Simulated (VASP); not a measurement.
# SiGe (P6_3mc) in VASP: notebook

The runs below take SiGe through single point, with r2SCAN.

All numbers are computed with VASP 6.6.1; they aren't measurements. Logs are shortened: lines on timing, memory, paths and dates and some standing lists are left out, and cuts for length are marked.

## 1. The cell of the first run

The structure is hexagonal, space group P6_3mc (No. 186). Conventional cell: a = 3.904 Å, b = 3.904 Å, c = 6.451 Å, α = 90.00°, β = 90.00°, γ = 120.00°. Si (site symmetry 3m) has 4 Ge at 2.29 to 2.44 Å within 3.0 Å. Within 3.0 Å of Ge (site symmetry 3m) lie 4 Si at 2.29 to 2.44 Å.

## 2. Single point, r2SCAN (atoms displaced along a vibrational mode)

File POSCAR:

```
SiGe
1.0
    3.9044512986      0.0000000000      0.0000000000
   -1.9522256493      3.3813540124      0.0000000000
    0.0000000000      0.0000000000      6.4507830000
Si Ge
2 2
Direct
    0.6666666667      0.3333333333      0.8606552053
    0.3333333333      0.6666666667      0.3606552053
    0.6666666667      0.3333333333      0.5057869629
    0.3333333333      0.6666666667      0.0057869629
```

File INCAR.step1:

```
PREC = Accurate
ENCUT = 550
ISMEAR = 0
SIGMA = 0.05
LREAL = F
LASPH = T
NELM = 120
NBANDS = 26
GGA = PE
ALGO = Normal
EDIFF = 1E-5
LWAVE = T
LCHARG = F
GGA_COMPAT = F
```

File INCAR.step2:

```
PREC = Accurate
ENCUT = 550
EDIFF = 1E-6
ISMEAR = 0
SIGMA = 0.05
LREAL = F
LASPH = T
NELM = 120
ALGO = Normal
ISIF = 2
LWAVE = F
LCHARG = F
METAGGA = R2SCAN
LMIXTAU = T
NBANDS = 26
ISTART = 1
GGA_COMPAT = F
```

File KPOINTS:

```
Automatic mesh
0
Gamma
  12 12 4
```

Potentials or basis: VASP PAW PBE potentials, release 64 (Si, Ge_d).

Launch:

```sh
$ cat potpaw_PBE.64/Si/POTCAR potpaw_PBE.64/Ge_d/POTCAR > POTCAR
$ cp INCAR.step1 INCAR
$ mpirun -np 1 vasp_std > vasp.out
$ cp INCAR.step2 INCAR
$ mpirun -np 1 vasp_std > vasp.out
```

OUTCAR:

```text
PREC = Accurate
   ENCUT = 550
   EDIFF = 1E-6
   ISMEAR = 0
   LREAL = F
   LASPH = T
   NELM = 120
   ISIF = 2
   METAGGA = R2SCAN
   ISTART = 1

 ion  position               nearest neighbor table
   1  0.667  0.333  0.861-   3 2.29   4 2.44   4 2.44   4 2.44
   2  0.333  0.667  0.361-   4 2.29   3 2.44   3 2.44   3 2.44
   3  0.667  0.333  0.506-   1 2.29   2 2.44   2 2.44   2 2.44
   4  0.333  0.667  0.006-   2 2.29   1 2.44   1 2.44   1 2.44

  LATTYP: Found a hexagonal cell.
 ALAT       =     3.9044512986
 C/A-ratio  =     1.6521612146

  Lattice vectors:

 A1 = (   3.9044512986,   0.0000000000,   0.0000000000)
 A2 = (  -1.9522256493,   3.3813540124,   0.0000000000)
 A3 = (   0.0000000000,   0.0000000000,   6.4507830000)

Analysis of symmetry for initial positions (statically):
=====================================================================
 Subroutine PRICEL returns:
 Original cell was already a primitive cell.

 Routine SETGRP: Setting up the symmetry group for a
 hexagonal supercell.

 Subroutine GETGRP returns: Found 12 space group operations
 (whereof  6 operations were pure point group operations)
 out of a pool of 24 trial point group operations.

The static configuration has the point symmetry C_3v.
 The point group associated with its full space group is C_6v.

Analysis of symmetry for dynamics (positions and initial velocities):
=====================================================================
 Subroutine PRICEL returns:
 Original cell was already a primitive cell.

 Routine SETGRP: Setting up the symmetry group for a
 hexagonal supercell.

 Subroutine GETGRP returns: Found 12 space group operations
 (whereof  6 operations were pure point group operations)
 out of a pool of 24 trial point group operations.

The dynamic configuration has the point symmetry C_3v.
 The point group associated with its full space group is C_6v.

 Subroutine INISYM returns: Found 12 space group operations
 (whereof  6 operations are pure point group operations),
 and found     1 'primitive' translations

----------------------------------------------------------------------------------------

                                     Primitive cell

  volume of cell :      85.1654

  direct lattice vectors                    reciprocal lattice vectors
     3.904451299  0.000000000  0.000000000     0.256117934  0.147869758  0.000000000
    -1.952225649  3.381354012  0.000000000     0.000000000  0.295739516  0.000000000
     0.000000000  0.000000000  6.450783000     0.000000000  0.000000000  0.155019941

  length of vectors
     3.904451299  3.904451299  6.450783000     0.295739516  0.295739516  0.155019941

  position of ions in fractional coordinates (direct lattice)
     0.666666667  0.333333333  0.860655205
     0.333333333  0.666666667  0.360655205
     0.666666667  0.333333333  0.505786963
     0.333333333  0.666666667  0.005786963

  ion indices of the primitive-cell ions
   primitive index   ion index
                 1           1
                 2           2
                 3           3
                 4           4

----------------------------------------------------------------------------------------

 KPOINTS: Automatic mesh

Automatic generation of k-mesh.
 Grid dimensions read from file:
 generate k-points for:   12   12    4

 Generating k-lattice:

  Cartesian coordinates                     Fractional coordinates (reciprocal lattice)
     0.021343161  0.012322480  0.000000000     0.083333333  0.000000000  0.000000000
     0.000000000  0.024644960  0.000000000     0.000000000  0.083333333  0.000000000
     0.000000000  0.000000000  0.038754985     0.000000000  0.000000000  0.250000000

  Length of vectors
     0.024644960  0.024644960  0.038754985

  Shift w.r.t. Gamma in fractional coordinates (k-lattice)
     0.000000000  0.000000000  0.000000000

 Subroutine IBZKPT returns following result:
 ===========================================

 Found     57 irreducible k-points:

 Following reciprocal coordinates:
            Coordinates               Weight
  0.000000  0.000000  0.000000      1.000000
  0.083333 -0.000000  0.000000      6.000000
  0.166667  0.000000  0.000000      6.000000
  0.250000  0.000000  0.000000      6.000000
  0.333333  0.000000  0.000000      6.000000
  0.416667 -0.000000  0.000000      6.000000
[... 16 lines left out ...]
  0.250000  0.000000  0.250000     12.000000
  0.333333  0.000000  0.250000     12.000000
 [... further k-points ...]
   k-points           NKPTS =     57   k-points in BZ     NKDIM =     57   number of bands    NBANDS=     26
   number of dos      NEDOS =    301   number of ions     NIONS =      4
   total plane-waves  NPLWV =  45000
   dimension x,y,z NGX =    30 NGY =   30 NGZ =   50
   dimension x,y,z NGXF=    60 NGYF=   60 NGZF=  100
   ions per type =               2   2
   NGX,Y,Z   is equivalent  to a cutoff of  12.77, 12.77, 12.89 a.u.
   NGXF,Y,Z  is equivalent  to a cutoff of  25.55, 25.55, 25.77 a.u.
 SYSTEM =  unknown system
   PREC   = accura    normal or accurate (medium, high low for compatibility)
   ISTART =      1    job   : 0-new  1-cont  2-samecut
   ICHARG =      0    charge: 1-file 2-atom 10-const
   ISPIN  =      1    spin polarized calculation?
   LNONCOLLINEAR =      F non collinear calculations
   LSORBIT =      F    spin-orbit coupling
   LASPH  =      T    aspherical Exc in radial PAW
   ENCUT  =  550.0 eV  40.42 Ry    6.36 a.u.   7.47  7.47 12.34*2*pi/ulx,y,z
   NELM   =    120;   NELMIN=  2; NELMDL=  0     # of ELM steps
   EDIFF  = 0.1E-05   stopping-criterion for ELM
   LREAL  =      F    real-space projection
   EDIFFG = 0.1E-04   stopping-criterion for IOM
   NSW    =      0    number of steps for IOM
   IBRION =     -1    ionic relax: 0-MD 1-quasi-New 2-CG
   NFREE  =      0    steps in history (QN), initial steepest desc. (CG)
   ISIF   =      2    stress and relaxation
   ISYM   =      2    0-nonsym 1-usesym 2-fastsym
   POTIM  = 0.5000    time-step for ionic-motion
   TEBEG  =    0.0;   TEEND  =   0.0 temperature during run
   PSTRESS=    0.0 pullay stress
   NELECT =      36.0000    total number of electrons
   NUPDOWN=      -1.0000    fix difference up-down
   EMIN   =  10.00;   EMAX   =-10.00  energy-range for DOS
   EFERMI =   0.00;   METHOD = LEGACY
   ISMEAR =     0;   SIGMA  =   0.05  broadening in eV -4-tet -1-fermi 0-gaus
   EFERMI_NEDOS =   21; number of points for ismear=-14 and -15
   IALGO  =     38    algorithm
   IMIX   =      4    mixing-type and parameters
     AMIX     =   0.40;   BMIX     =  1.00
     AMIX_MAG =   1.60;   BMIX_MAG =  1.00
  volume/ion in A,a.u.               =      21.29       143.68
  Fermi-wavevector in a.u.,A,eV,Ry     =   1.228631  2.321775 20.538443  1.509533
  Thomas-Fermi vector in A             =   2.363549
   LORBIT       =      0    0 simple, 1 ext, 2 COOP (PROOUT), +10 PAW based schemes
   METAGGA = R2SCAN    functional components
   LHFCALC =     F    Hartree Fock is set to
   AEXX    =    0.0000 exact exchange contribution
   IVDW    =     0    specifies the selected vdW correction
   LEPSILON=     F    determine dielectric tensor
   LRPA    =     F    only Hartree local field effects (RPA)
 non-spin polarized calculation
 Gauss-broadening in eV      SIGMA  =   0.05
  energy-cutoff  :      550.00
  volume of cell :       85.17
 maximum number of plane-waves:      2539
 NGX is ok and might be reduce to    30
   NGX = 15   NGY = 15   NGZ = 25

 number of electron      35.9999968 magnetization

 Free energy of the ion-electron system (eV)
  ---------------------------------------------------
  ext. energy  EPLUGINS =         0.00000000
  ---------------------------------------------------
  free energy    TOTEN  =       -44.96003675 eV

  energy without entropy =      -44.96003674  energy(sigma->0) =      -44.96003675

 E-fermi :   6.0145     XC(G=0): -10.3805

 val. band max:        5.8602968772   @ k =   0.0000   0.0000   0.0000
 cond. band min:       6.1820299707   @ k =   0.3333   0.0000   0.2500
 fundamental gap:      0.3217330935
 Fermi energy:         6.0144974451

 k-point     1 :       0.0000    0.0000    0.0000
  band No.  band energies     occupation
      1     -19.7801      2.00000
      2     -19.7791      2.00000
      3     -19.7596      2.00000
      4     -19.7596      2.00000
      5     -19.7551      2.00000
      6     -19.7551      2.00000
[... 18 lines left out ...]
     25      10.2881      0.00000
     26      12.2747      0.00000

 k-point     2 :       0.0833   -0.0000    0.0000
  band No.  band energies     occupation
      1     -19.7798      2.00000
      2     -19.7788      2.00000
      3     -19.7598      2.00000
      4     -19.7593      2.00000
      5     -19.7552      2.00000
      6     -19.7547      2.00000
[... 18 lines left out ...]
     25      10.6188      0.00000
     26      11.7251      0.00000

 k-point     3 :       0.1667    0.0000    0.0000
  band No.  band energies     occupation
      1     -19.7788      2.00000
      2     -19.7782      2.00000
      3     -19.7603      2.00000
      4     -19.7587      2.00000
      5     -19.7557      2.00000
      6     -19.7536      2.00000
[... 18 lines left out ...]
     25      11.3264      0.00000
     26      11.4764      0.00000

 k-point     4 :       0.2500    0.0000    0.0000
  band No.  band energies     occupation
      1     -19.7779      2.00000
      2     -19.7772      2.00000
      3     -19.7609      2.00000
      4     -19.7580      2.00000
      5     -19.7561      2.00000
      6     -19.7523      2.00000
[... 18 lines left out ...]
     25      12.4764      0.00000
     26      12.6239      0.00000

 k-point     5 :       0.3333    0.0000    0.0000
  band No.  band energies     occupation
      1     -19.7775      2.00000
      2     -19.7758      2.00000
      3     -19.7616      2.00000
      4     -19.7574      2.00000
      5     -19.7565      2.00000
      6     -19.7510      2.00000
[... 18 lines left out ...]
     25      12.7929      0.00000
     26      13.6465      0.00000

 k-point     6 :       0.4167   -0.0000    0.0000
  band No.  band energies     occupation
      1     -19.7774      2.00000
      2     -19.7748      2.00000
      3     -19.7621      2.00000
      4     -19.7572      2.00000
      5     -19.7566      2.00000
      6     -19.7502      2.00000
[... 427 lines left out ...]
 k-point    21 :       0.0833   -0.0000    0.2500
  band No.  band energies     occupation
      1     -19.7796      2.00000
      2     -19.7790      2.00000
      3     -19.7591      2.00000
      4     -19.7587      2.00000
      5     -19.7559      2.00000
      6     -19.7554      2.00000
[... 18 lines left out ...]
     25      10.1074      0.00000
     26      12.3999      0.00000

 k-point    22 :       0.1667    0.0000    0.2500
  band No.  band energies     occupation
      1     -19.7788      2.00000
      2     -19.7784      2.00000
      3     -19.7595      2.00000
      4     -19.7579      2.00000
      5     -19.7563      2.00000
      6     -19.7544      2.00000
[... 18 lines left out ...]
     25      10.9205      0.00000
     26      11.8547      0.00000

 k-point    23 :       0.2500    0.0000    0.2500
  band No.  band energies     occupation
      1     -19.7780      2.00000
      2     -19.7775      2.00000
      3     -19.7600      2.00000
      4     -19.7571      2.00000
      5     -19.7567      2.00000
      6     -19.7531      2.00000
[... 18 lines left out ...]
     25      11.9696      0.00000
     26      12.1385      0.00000

 k-point    24 :       0.3333    0.0000    0.2500
  band No.  band energies     occupation
      1     -19.7776      2.00000
      2     -19.7765      2.00000
      3     -19.7605      2.00000
      4     -19.7570      2.00000
      5     -19.7564      2.00000
      6     -19.7519      2.00000
[... 18 lines left out ...]
     25      12.9595      0.00000
     26      13.3440      0.00000

 [... further k-points ...]

------------------------ aborting loop because EDIFF is reached ----------------------------------------

  FORCE on cell =-STRESS in cart. coord.  units (eV):
  Direction    XX          YY          ZZ          XY          YZ          ZX
  --------------------------------------------------------------------------------------
  -------------------------------------------------------------------------------------
  Total       -1.2346807     -1.2346807      3.0443772      0.0000000      0.0000000      0.0000000
  in kB      -23.2274829    -23.2274829     57.2724765      0.0000000      0.0000000      0.0000000
  external PRESSURE =       3.6058369 kB  Pullay stress =       0.0000000 kB

 VOLUME and BASIS-vectors are now :
 -----------------------------------------------------------------------------
  energy-cutoff  :      550.00
  volume of cell :       85.17
      direct lattice vectors                 reciprocal lattice vectors
     3.904451299  0.000000000  0.000000000     0.256117934  0.147869758  0.000000000
    -1.952225649  3.381354012  0.000000000     0.000000000  0.295739516  0.000000000
     0.000000000  0.000000000  6.450783000     0.000000000  0.000000000  0.155019941

 POSITION                                       TOTAL-FORCE (eV/Angst)
 -----------------------------------------------------------------------------------
      1.95223      1.12712      5.55190        -0.000000      0.000000      1.841565
     -0.00000      2.25424      2.32651         0.000000      0.000000      1.841565
      1.95223      1.12712      3.26272        -0.000000      0.000000     -1.841565
     -0.00000      2.25424      0.03733         0.000000     -0.000000     -1.841565
 -----------------------------------------------------------------------------------
    total drift:                               -0.000000     -0.000000      0.012540

  FREE ENERGIE OF THE ION-ELECTRON SYSTEM (eV)
  ---------------------------------------------------
  free  energy   TOTEN  =       -44.9600367537 eV

  energy  without entropy=      -44.9600367386  energy(sigma->0) =      -44.96003675
```

It took 5.9 min on 1 thread of Intel Xeon 8259CL, shared host; peak memory 0.29 GiB.

What came out:

| Item | Value |
| --- | --- |
| Free energy | -44.9600 eV |
| Pressure | 0.4 GPa |
| Largest force | 1.842 eV/Å |
| Band gap on the k mesh | 0.32 eV (least direct gap 0.68 eV) |

Forces on the atoms (eV/Å):
```
Si   0.000  0.000  1.842
Si   0.000  0.000  1.842
Ge   0.000  0.000 -1.842
Ge   0.000  0.000 -1.842
```

Stress tensor (GPa, compression positive):
```
-2.32  0.00  0.00
 0.00 -2.32  0.00
 0.00  0.00  5.73
```

Levels at points of the mesh, in eV from the valence-band top:
| k point | band 15 | band 16 | band 17 | band 18 | band 19 | band 20 | band 21 | band 22 |
| --- | --- | --- | --- | --- | --- | --- | --- | --- |
| (0.00, 0.00, 0.00) | -1.94 | -1.40 | 0.00 | 0.00 | 0.68 | 1.57 | 1.64 | 1.64 |
| (0.50, 0.00, 0.00) | -5.58 | -3.85 | -3.59 | -1.62 | 0.44 | 2.07 | 2.62 | 2.65 |
| (0.00, 0.00, 0.50) | -1.24 | -1.24 | -1.24 | -1.24 | 1.50 | 1.50 | 3.01 | 3.01 |
| (0.50, 0.00, 0.50) | -3.35 | -3.35 | -2.84 | -2.84 | 0.41 | 0.41 | 1.98 | 1.98 |

Caveat: the cell differs from its parent crystal (atoms displaced along a vibrational mode); the stress differs along the axes, from -2 to 6 GPa; semilocal functionals underestimate gaps, and a narrow one can read as zero; the PAW data sets were made with another functional, which shifts forces and pressure a little.

## 3. Single point, r2SCAN (atoms displaced along a vibrational mode)

File POSCAR:

```
SiGe
1.0
    3.9044512986      0.0000000000      0.0000000000
   -1.9522256493      3.3813540124      0.0000000000
    0.0000000000      0.0000000000      6.4507830000
Si Ge
2 2
Direct
    0.6666666667      0.3333333333      0.8839081965
    0.3333333333      0.6666666667      0.3839081965
    0.6666666667      0.3333333333      0.4967953581
    0.3333333333      0.6666666667     -0.0032046419
```

File INCAR.step1:

```
ALGO = Normal
EDIFF = 1E-5
ENCUT = 550
GGA = PE
GGA_COMPAT = F
ISMEAR = 0
LASPH = T
LCHARG = F
LREAL = F
LWAVE = T
NBANDS = 26
NELM = 120
PREC = Accurate
SIGMA = 0.05
```

File INCAR.step2:

```
ALGO = Normal
EDIFF = 1E-6
ENCUT = 550
GGA_COMPAT = F
ISIF = 2
ISMEAR = 0
ISTART = 1
LASPH = T
LCHARG = T
LELF = T
LMIXTAU = T
LREAL = F
LVHAR = T
LWAVE = F
METAGGA = R2SCAN
NBANDS = 26
NELM = 120
PREC = Accurate
SIGMA = 0.05
```

File KPOINTS:

```
k-points
0
Gamma
  12 12 4
```

Potentials or basis: VASP PAW PBE potentials, release 64 (Si, Ge_d).

Launch:

```sh
$ cat potpaw_PBE.64/Si/POTCAR potpaw_PBE.64/Ge_d/POTCAR > POTCAR
$ cp INCAR.step1 INCAR
$ mpirun -np 1 vasp_std > vasp.out
$ cp INCAR.step2 INCAR
$ mpirun -np 1 vasp_std > vasp.out
```

Run time: 5 min. Hardware: 1 thread of Intel Xeon 8259CL, shared host; peak memory 0.29 GiB.

Results (log left out):

| Property | Result |
| --- | --- |
| Free energy | -45.0923 eV |
| Pressure | 0.3 GPa |
| Largest force | 0.956 eV/Å |
| Band gap on the k mesh | 0.38 eV (least direct gap 0.42 eV) |

Forces in eV/Å, atoms in the order of the input:
```
Si   0.000  0.000 -0.956
Si   0.000  0.000 -0.956
Ge   0.000  0.000  0.956
Ge   0.000  0.000  0.956
```

Stress tensor (GPa, compression positive):
```
 1.67  0.00  0.00
 0.00  1.67  0.00
 0.00  0.00 -2.38
```

Levels at points of the mesh, in eV from the valence-band top:
```csv
k point,band 16,band 17,band 18,band 19,band 20,band 21
"(0.00, 0.00, 0.00)",-0.41,-0.41,0.00,0.42,1.70,2.17
"(0.50, 0.00, 0.00)",-3.57,-2.99,-2.00,0.38,2.09,3.75
"(0.00, 0.00, 0.50)",-1.30,-1.30,-1.30,1.21,1.21,3.14
"(0.50, 0.00, 0.50)",-2.93,-2.66,-2.66,0.82,0.82,1.78
```

Caveat: the cell differs from its parent crystal (atoms displaced along a vibrational mode); semilocal functionals underestimate gaps, and a narrow one can read as zero; the PAW data sets were made with another functional, which shifts forces and pressure a little. A k mesh can miss the band edges.

(Continued in part 2 of 2.)

The gap in the log of VASP goes by the Fermi energy; the results here count the filled bands.